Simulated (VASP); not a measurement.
Set up this calculation in VASP 6.6.1, as the native input.

```yaml
Task: relaxation of cell and atoms
Functional: PBE
Potentials_or_basis: VASP PAW PBE potentials, release 64 (Al)
Cutoff: 600 eV
k_mesh: 16 × 16 × 15
Occupations: fermi-dirac, width 0.08 eV
Spin: no spin polarisation
Dipole_correction: no
Further_INCAR_settings: ALGO = Normal; EDIFF = 1e-06; IBRION = 2; EDIFFG = -0.005; NSW = 60; ISIF = 3
```

The structure of Al lies in POSCAR:

```
Al
1.0
    2.7615049113      0.0000000000      0.0000000000
   -1.3807524557      2.3915334059      0.0000000000
    0.0000000000      0.0000000000      2.5958146166
Al
1
Direct
    0.0000000000      0.0000000000      0.0000000000
```

One way to write it, as run:

INCAR

```
  PREC = Accurate
  ENCUT = 600
  EDIFF = 1E-6
  ISMEAR = -1
  SIGMA = 0.08
  LREAL = False
  LASPH = True
  NELM = 80
  ALGO = Normal
  ISIF = 3
  LWAVE = False
  LCHARG = False
  GGA = PE
  IBRION = 2
  NSW = 60
  EDIFFG = -0.005
```

KPOINTS

```
regular mesh
0
Gamma
  16 16 15
```

Potentials or basis: VASP PAW PBE potentials, release 64 (Al).

Run with:

```sh
$ cat potpaw_PBE.64/Al/POTCAR > POTCAR
$ mpirun -np 1 vasp_std > vasp.out
```

It gave:

```
Relaxed volume                         : 18.77 Å³/atom
Relaxed cell                           : a = 2.781 Å, b = 2.781 Å, c = 2.804 Å, α = 90.00°, β = 90.00°, γ = 120.00°
Space group after relaxing (to 0.05 Å) : P6/mmm (No. 191)
Energy gained by relaxing              : 61.4 meV/atom
Ionic steps                            : 8
Pressure after relaxing                : 0.0 GPa
```

Wall time 23 s on 1 thread of Intel(R) Xeon(R) 6975P-C (Granite Rapids), on a shared host, peak memory 0.14 GiB.
